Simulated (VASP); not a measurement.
Runs of VASP 6.6.1 on Co. The structure is that of space group P6_3/mmc (No. 194), or close to it. The cells are those of the table. 

```tsv
cell	k mesh	gap on the mesh (eV)	pressure (GPa)	moment (μB)
a = 2.431, b = 2.431, c = 7.881 Å, angles 90.0, 90.0, 120.0°, 4 atoms	18 × 18 × 6	none	6.9	(a)
a = 2.465, b = 2.465, c = 8.000 Å, angles 90.0, 90.0, 120.0°, 4 atoms	18 × 18 × 6	none	(b)	(c)
a = 2.553, b = 2.553, c = 8.283 Å, angles 90.0, 90.0, 120.0°, 4 atoms	24 × 24 × 8	none	-22.1	6.67
a = 2.379, b = 2.379, c = 7.702 Å, angles 90.0, 90.0, 120.0°, 4 atoms	18 × 18 × 6	none	28.5	6.13
a = 2.357, b = 2.357, c = 8.156 Å, angles 90.0, 90.0, 120.0°, 4 atoms	24 × 24 × 8	none	16.6	6.24
```

Alike in all rows: task single point; level PBEsol; potentials or basis VASP PAW PBE potentials, release 64 (Co); spin collinear, ferromagnetic start; cutoff (eV) 520; smearing gaussian 0.1 eV.

**Question.** Fill in the values left out.

**Answer.** (a) 6.28; (b) -3.9; (c) 6.39.

Caveats: the PAW data sets were made with another functional, which shifts forces and pressure a little; the cell stands under pressure (at least some runs); the cell stands under tension (at least some runs); the stress differs along the axes, from -1 to 26 GPa (at least some runs).

A gap of «none» marks levels without a gap at the run's occupations.
